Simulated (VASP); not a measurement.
A run of VASP 6.6.1 is set up as follows.

INCAR

```
SYSTEM = NaI
  PREC = Accurate
  ENCUT = 500
  EDIFF = 1E-6
  ISMEAR = 0
  SIGMA = 0.01
  LREAL = .False.
  LASPH = .True.
  NELM = 120
  ALGO = Normal
  ISIF = 2
  LWAVE = .False.
  LCHARG = .False.
  GGA = PE
  NBANDS = 14
  GGA_COMPAT = .False.
```

KPOINTS

```
Automatic mesh
0
Gamma
  5 5 5
  0 0 0
```

The input POSCAR:

```
NaI
1.0
    0.0000000000      3.1533785085      3.1533785085
    3.1533785085      0.0000000000      3.1533785085
    3.1533785085      3.1533785085      0.0000000000
Na I
1 1
Direct
    0.0000000000      0.0000000000      0.0000000000
    0.5000000000      0.5000000000      0.5000000000
```

Potentials or basis: VASP PAW PBE potentials, release 64 (Na_pv, I).

The run is started by

```bash
$ cat potpaw_PBE.64/Na_pv/POTCAR potpaw_PBE.64/I/POTCAR > POTCAR
$ mpirun -np 1 vasp_std > vasp.out
```

Question: Estimate the band gap on the k mesh.

Answer: 3.86 eV, direct.

Question: Estimate the pressure.

Answer: 2.0 GPa.

Caveat: spin-orbit coupling is left out, which moves the levels of the heavy elements. A hybrid or GW would open this gap; PBE tends to underestimate it.
